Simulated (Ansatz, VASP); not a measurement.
# One calculation of Al12O, two programs

```xyz
13
Lattice="5.7143 0.0000 0.0000 0.0000 5.7143 0.0000 0.0000 0.0000 21.1750" Properties=species:S:1:pos:R:3 pbc="T T T"
Al    1.4286    1.4286    4.0000
Al    1.4286    4.2857    4.0000
Al    4.2857    1.4286    4.0000
Al    4.2857    4.2857    4.0000
Al    0.0000    0.0000    6.0850
Al    0.0000    2.8572    6.0850
Al    2.8572    0.0000    6.0850
Al    2.8572    2.8572    6.0850
Al    1.4286    1.4286    8.1750
Al    1.4286    4.2857    8.1750
Al    4.2857    1.4286    8.1750
Al    4.2857    4.2857    8.1750
O     2.8572    2.8572    7.8750
```

Alike in both runs: task single point; functional PBE; k mesh 5 × 5 × 1; occupations gaussian, width 0.1 eV; collinear spin.

|  | VASP | Ansatz |
| --- | --- | --- |
| version | VASP 6.6.1 | Ansatz 0.2.0 |
| potentials or method | VASP PAW PBE potentials, release 64 (Al, O), cutoff 520 eV | scalar-relativistic, plane waves, PAW |
| valence electrons in the cell | 42 | 42 |

```tsv
	VASP	Ansatz	Ansatz less VASP
gap on the k mesh at the Fermi level (eV)	none	none	-
rms of the force components (eV/Å)	0.628	0.625	-0.0022
net moment per atom (μB)	0.00	0.00	0.000
work function, face that differs most (eV)	4.29	4.29	-0.002
```

Atom by atom the forces differ by 0.004 eV/Å (rms over components). A gap of «none» marks a metal or a gap that the smearing closes. The functional is the same, so the differences come from potentials, cutoffs and numerics. Ansatz's warnings: seeded moment not kept.
